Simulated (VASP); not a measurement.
# AlN (P6_3mc) in VASP: further runs

The runs below take AlN through single point, relaxation of cell and atoms, with PBE.

Everything below comes from runs of VASP 6.6.1. Logs are shortened: lines on timing, memory, paths and dates and some standing lists are left out, and cuts for length are marked.

### 1 The cell of the first run

It takes space group P6_3mc (No. 186, hexagonal). Conventional cell: a = 3.130 Å, b = 3.130 Å, c = 5.018 Å, α = 90.00°, β = 90.00°, γ = 120.00°. Al (site symmetry 3m) has 4 N at 1.90 to 1.91 Å within 2.5 Å. Within 2.5 Å of N (site symmetry 3m) lie 4 Al at 1.90 to 1.91 Å.

### 2 Single point, PBE

INCAR

```
ALGO     = Normal         # electronic algorithm
EDIFF    = 1E-7           # SCF threshold, eV
ENCUT    = 520            # plane-wave cutoff, eV
GGA      = PE             # functional
ISIF     = 2              # what is computed and relaxed
ISMEAR   = 0              # smearing method
LASPH    = T              # aspherical terms in the spheres
LCHARG   = T              # write CHGCAR
LELF     = T              # ELF
LREAL    = F              # projectors in reciprocal space
LVHAR    = T            
LWAVE    = F              # write WAVECAR
NBANDS   = 16             # bands
NELM     = 60             # most SCF steps
PREC     = Accurate       # precision mode
SIGMA    = 0.02           # smearing width, eV
```

KPOINTS

```
k-points
0
Gamma
  12 12 6
```

POSCAR

```
AlN
1.0
    3.1302084203      0.0000000000      0.0000000000
   -1.5651042102      2.7108400111      0.0000000000
    0.0000000000      0.0000000000      5.0180433215
Al N
2 2
Direct
    0.6666666667      0.3333333333      0.4992342258
    0.3333333333      0.6666666667      0.9992342258
    0.6666666667      0.3333333333      0.8807657742
    0.3333333333      0.6666666667      0.3807657742
```

Potentials or basis: VASP PAW PBE potentials, release 64 (Al, N).

The run is started by

```console
$ cat potpaw_PBE.64/Al/POTCAR potpaw_PBE.64/N/POTCAR > POTCAR
$ mpirun -np 1 vasp_std > vasp.out
```

OUTCAR:

```text
EDIFF = 1E-7
   ENCUT = 520
   GGA = PE
   ISIF = 2
   ISMEAR = 0
   LASPH = T
   LREAL = F
   NELM = 60
   PREC = Accurate

 ion  position               nearest neighbor table
   1  0.667  0.333  0.499-   4 1.90   4 1.90   4 1.90   3 1.91   2 3.09   2 3.09   2 3.09   2 3.09
                             2 3.09   2 3.09
   2  0.333  0.667  0.999-   3 1.90   3 1.90   3 1.90   4 1.91   1 3.09   1 3.09   1 3.09   1 3.09
                             1 3.09   1 3.09
   3  0.667  0.333  0.881-   2 1.90   2 1.90   2 1.90   1 1.91
   4  0.333  0.667  0.381-   1 1.90   1 1.90   1 1.90   2 1.91

  LATTYP: Found a hexagonal cell.
 ALAT       =     3.1302084203
 C/A-ratio  =     1.6031019816

  Lattice vectors:

 A1 = (   3.1302084203,   0.0000000000,   0.0000000000)
 A2 = (  -1.5651042102,   2.7108400111,   0.0000000000)
 A3 = (   0.0000000000,   0.0000000000,   5.0180433215)

Analysis of symmetry for initial positions (statically):
=====================================================================
 Subroutine PRICEL returns:
 Original cell was already a primitive cell.

 Routine SETGRP: Setting up the symmetry group for a
 hexagonal supercell.

 Subroutine GETGRP returns: Found 12 space group operations
 (whereof  6 operations were pure point group operations)
 out of a pool of 24 trial point group operations.

The static configuration has the point symmetry C_3v.
 The point group associated with its full space group is C_6v.

Analysis of symmetry for dynamics (positions and initial velocities):
=====================================================================
 Subroutine PRICEL returns:
 Original cell was already a primitive cell.

 Routine SETGRP: Setting up the symmetry group for a
 hexagonal supercell.

 Subroutine GETGRP returns: Found 12 space group operations
 (whereof  6 operations were pure point group operations)
 out of a pool of 24 trial point group operations.

The dynamic configuration has the point symmetry C_3v.
 The point group associated with its full space group is C_6v.

 Subroutine INISYM returns: Found 12 space group operations
 (whereof  6 operations are pure point group operations),
 and found     1 'primitive' translations

----------------------------------------------------------------------------------------

                                     Primitive cell

  volume of cell :      42.5806

  direct lattice vectors                    reciprocal lattice vectors
     3.130208420  0.000000000  0.000000000     0.319467545  0.184444673  0.000000000
    -1.565104210  2.710840011  0.000000000     0.000000000  0.368889346  0.000000000
     0.000000000  0.000000000  5.018043322     0.000000000  0.000000000  0.199280862

  length of vectors
     3.130208420  3.130208420  5.018043322     0.368889346  0.368889346  0.199280862

  position of ions in fractional coordinates (direct lattice)
     0.666666667  0.333333333  0.499234226
     0.333333333  0.666666667  0.999234226
     0.666666667  0.333333333  0.880765774
     0.333333333  0.666666667  0.380765774

  ion indices of the primitive-cell ions
   primitive index   ion index
                 1           1
                 2           2
                 3           3
                 4           4

----------------------------------------------------------------------------------------

 KPOINTS: k-points

Automatic generation of k-mesh.
 Grid dimensions read from file:
 generate k-points for:   12   12    6

 Generating k-lattice:

  Cartesian coordinates                     Fractional coordinates (reciprocal lattice)
     0.026622295  0.015370389  0.000000000     0.083333333  0.000000000  0.000000000
     0.000000000  0.030740779  0.000000000     0.000000000  0.083333333  0.000000000
     0.000000000  0.000000000  0.033213477     0.000000000  0.000000000  0.166666667

  Length of vectors
     0.030740779  0.030740779  0.033213477

  Shift w.r.t. Gamma in fractional coordinates (k-lattice)
     0.000000000  0.000000000  0.000000000

 Subroutine IBZKPT returns following result:
 ===========================================

 Found     76 irreducible k-points:

 Following reciprocal coordinates:
            Coordinates               Weight
  0.000000  0.000000  0.000000      1.000000
  0.083333 -0.000000  0.000000      6.000000
  0.166667 -0.000000  0.000000      6.000000
  0.250000 -0.000000  0.000000      6.000000
  0.333333 -0.000000  0.000000      6.000000
  0.416667 -0.000000  0.000000      6.000000
[... 16 lines left out ...]
  0.250000 -0.000000  0.166667     12.000000
  0.333333 -0.000000  0.166667     12.000000
 [... further k-points ...]
   k-points           NKPTS =     76   k-points in BZ     NKDIM =     76   number of bands    NBANDS=     16
   number of dos      NEDOS =    301   number of ions     NIONS =      4
   total plane-waves  NPLWV =  23040
   dimension x,y,z NGX =    24 NGY =   24 NGZ =   40
   dimension x,y,z NGXF=    48 NGYF=   48 NGZF=   80
   ions per type =               2   2
   NGX,Y,Z   is equivalent  to a cutoff of  12.75, 12.75, 13.25 a.u.
   NGXF,Y,Z  is equivalent  to a cutoff of  25.49, 25.49, 26.50 a.u.
 SYSTEM =  unknown system
   PREC   = accura    normal or accurate (medium, high low for compatibility)
   ISTART =      0    job   : 0-new  1-cont  2-samecut
   ICHARG =      2    charge: 1-file 2-atom 10-const
   ISPIN  =      1    spin polarized calculation?
   LNONCOLLINEAR =      F non collinear calculations
   LSORBIT =      F    spin-orbit coupling
   LASPH  =      T    aspherical Exc in radial PAW
   ENCUT  =  520.0 eV  38.22 Ry    6.18 a.u.   5.82  5.82  9.33*2*pi/ulx,y,z
   NELM   =     60;   NELMIN=  2; NELMDL= -5     # of ELM steps
   EDIFF  = 0.1E-06   stopping-criterion for ELM
   LREAL  =      F    real-space projection
   EDIFFG = 0.1E-05   stopping-criterion for IOM
   NSW    =      0    number of steps for IOM
   IBRION =     -1    ionic relax: 0-MD 1-quasi-New 2-CG
   NFREE  =      0    steps in history (QN), initial steepest desc. (CG)
   ISIF   =      2    stress and relaxation
   ISYM   =      2    0-nonsym 1-usesym 2-fastsym
   POTIM  = 0.5000    time-step for ionic-motion
   TEBEG  =    0.0;   TEEND  =   0.0 temperature during run
   PSTRESS=    0.0 pullay stress
   NELECT =      16.0000    total number of electrons
   NUPDOWN=      -1.0000    fix difference up-down
   EMIN   =  10.00;   EMAX   =-10.00  energy-range for DOS
   EFERMI =   0.00;   METHOD = LEGACY
   ISMEAR =     0;   SIGMA  =   0.02  broadening in eV -4-tet -1-fermi 0-gaus
   EFERMI_NEDOS =   21; number of points for ismear=-14 and -15
   IALGO  =     38    algorithm
   IMIX   =      4    mixing-type and parameters
     AMIX     =   0.40;   BMIX     =  1.00
     AMIX_MAG =   1.60;   BMIX_MAG =  1.00
  volume/ion in A,a.u.               =      10.65        71.84
  Fermi-wavevector in a.u.,A,eV,Ry     =   1.181347  2.232423 18.988043  1.395582
  Thomas-Fermi vector in A             =   2.317623
   LORBIT       =      0    0 simple, 1 ext, 2 COOP (PROOUT), +10 PAW based schemes
   GGA     = PE    functional components
   LHFCALC =     F    Hartree Fock is set to
   AEXX    =    0.0000 exact exchange contribution
   IVDW    =     0    specifies the selected vdW correction
   LEPSILON=     F    determine dielectric tensor
   LRPA    =     F    only Hartree local field effects (RPA)
 non-spin polarized calculation
 Gauss-broadening in eV      SIGMA  =   0.02
  energy-cutoff  :      520.00
  volume of cell :       42.58
 maximum number of plane-waves:      1170
 NGX is ok and might be reduce to    24
   NGX = 11   NGY = 11   NGZ = 19

 number of electron      15.9999998 magnetization

 Free energy of the ion-electron system (eV)
  ---------------------------------------------------
  ext. energy  EPLUGINS =         0.00000000
  ---------------------------------------------------
  free energy    TOTEN  =       -29.78050482 eV

  energy without entropy =      -29.78050482  energy(sigma->0) =      -29.78050482

 E-fermi :   6.1336     XC(G=0): -10.8270

 val. band max:        5.9642811170   @ k =   0.0000   0.0000   0.0000
 cond. band min:      10.0075249409   @ k =   0.0000   0.0000   0.0000
 fundamental gap:      4.0432438240
 Fermi energy:         6.1335923345

 k-point     1 :       0.0000    0.0000    0.0000
  band No.  band energies     occupation
      1      -9.1031      2.00000
      2      -7.0204      2.00000
      3       0.0588      2.00000
      4       5.1192      2.00000
      5       5.1192      2.00000
      6       5.7618      2.00000
[... 8 lines left out ...]
     15      18.9297      0.00000
     16      18.9297      0.00000

 k-point     2 :       0.0833   -0.0000    0.0000
  band No.  band energies     occupation
      1      -9.0165      2.00000
      2      -6.9713      2.00000
      3       0.1626      2.00000
      4       4.7107      2.00000
      5       5.0045      2.00000
      6       5.3465      2.00000
[... 8 lines left out ...]
     15      18.9476      0.00000
     16      19.0074      0.00000

 k-point     3 :       0.1667   -0.0000    0.0000
  band No.  band energies     occupation
      1      -8.7642      2.00000
      2      -6.8373      2.00000
      3       0.4687      2.00000
      4       3.7158      2.00000
      5       4.4748      2.00000
      6       4.7343      2.00000
[... 8 lines left out ...]
     15      18.1897      0.00000
     16      18.6482      0.00000

 k-point     4 :       0.2500   -0.0000    0.0000
  band No.  band energies     occupation
      1      -8.3717      2.00000
      2      -6.6599      2.00000
      3       0.9584      2.00000
      4       2.5580      2.00000
      5       3.5218      2.00000
      6       4.4234      2.00000
[... 8 lines left out ...]
     15      17.8727      0.00000
     16      19.1089      0.00000

 k-point     5 :       0.3333   -0.0000    0.0000
  band No.  band energies     occupation
      1      -7.8913      2.00000
      2      -6.5122      2.00000
      3       1.5088      2.00000
      4       1.6164      2.00000
      5       2.6734      2.00000
      6       4.1531      2.00000
[... 8 lines left out ...]
     15      17.8612      0.00000
     16      20.1804      0.00000

 k-point     6 :       0.4167   -0.0000    0.0000
  band No.  band energies     occupation
      1      -7.4240      2.00000
      2      -6.4754      2.00000
      3       0.8347      2.00000
      4       2.0505      2.00000
      5       2.2966      2.00000
      6       3.9732      2.00000
[... 8 lines left out ...]
     15      18.3760      0.00000
     16      20.9602      0.00000
[... 267 lines left out ...]
 k-point    21 :       0.0833   -0.0000    0.1667
  band No.  band energies     occupation
      1      -8.9139      2.00000
      2      -7.1653      2.00000
      3       0.5086      2.00000
      4       4.7545      2.00000
      5       5.0190      2.00000
      6       5.0506      2.00000
[... 8 lines left out ...]
     15      18.4994      0.00000
     16      18.6733      0.00000

 k-point    22 :       0.1667   -0.0000    0.1667
  band No.  band energies     occupation
      1      -8.6653      2.00000
      2      -7.0144      2.00000
      3       0.7607      2.00000
      4       3.7794      2.00000
      5       4.2470      2.00000
      6       4.7905      2.00000
[... 8 lines left out ...]
     15      18.2996      0.00000
     16      18.7482      0.00000

 k-point    23 :       0.2500   -0.0000    0.1667
  band No.  band energies     occupation
      1      -8.2801      2.00000
      2      -6.8082      2.00000
      3       1.0983      2.00000
      4       2.7162      2.00000
      5       3.3503      2.00000
      6       4.4886      2.00000
[... 8 lines left out ...]
     15      18.1487      0.00000
     16      19.1649      0.00000

 k-point    24 :       0.3333   -0.0000    0.1667
  band No.  band energies     occupation
      1      -7.8116      2.00000
      2      -6.6200      2.00000
      3       1.1236      2.00000
      4       2.0703      2.00000
      5       2.6720      2.00000
      6       4.2244      2.00000
[... 8 lines left out ...]
     15      18.1876      0.00000
     16      20.0824      0.00000

 [... further k-points ...]
[... 5 lines left out ...]
  --------------------------------------------------------------------------------------
  -------------------------------------------------------------------------------------
  Total       -0.0750806     -0.0750806     -0.0586496      0.0000000      0.0000000     -0.0000000
  in kB       -2.8250526     -2.8250526     -2.2068050      0.0000000      0.0000000     -0.0000000
  external PRESSURE =      -2.6189701 kB  Pullay stress =       0.0000000 kB

 VOLUME and BASIS-vectors are now :
 -----------------------------------------------------------------------------
  energy-cutoff  :      520.00
  volume of cell :       42.58
      direct lattice vectors                 reciprocal lattice vectors
     3.130208420  0.000000000  0.000000000     0.319467545  0.184444673  0.000000000
    -1.565104210  2.710840011  0.000000000     0.000000000  0.368889346  0.000000000
     0.000000000  0.000000000  5.018043322     0.000000000  0.000000000  0.199280862

 POSITION                                       TOTAL-FORCE (eV/Angst)
 -----------------------------------------------------------------------------------
      1.56510      0.90361      2.50518         0.000000      0.000000      0.000307
     -0.00000      1.80723      5.01420        -0.000000      0.000000      0.000307
      1.56510      0.90361      4.41972         0.000000     -0.000000     -0.000307
     -0.00000      1.80723      1.91070        -0.000000      0.000000     -0.000307
 -----------------------------------------------------------------------------------
    total drift:                               -0.000000     -0.000000      0.000531

  FREE ENERGIE OF THE ION-ELECTRON SYSTEM (eV)
  ---------------------------------------------------
  free  energy   TOTEN  =       -29.7805048151 eV

  energy  without entropy=      -29.7805048151  energy(sigma->0) =      -29.78050482
```

Wall time 29 s (1 thread of Intel Xeon 6975P-C, shared host); peak memory 0.18 GiB.

Results:

```yaml
Free_energy: -29.7805 eV
Pressure: -0.3 GPa
Band_gap_on_the_k_mesh: 4.04 eV, direct
```

A k mesh can miss the band edges.

(Continued in part 2 of 2.)
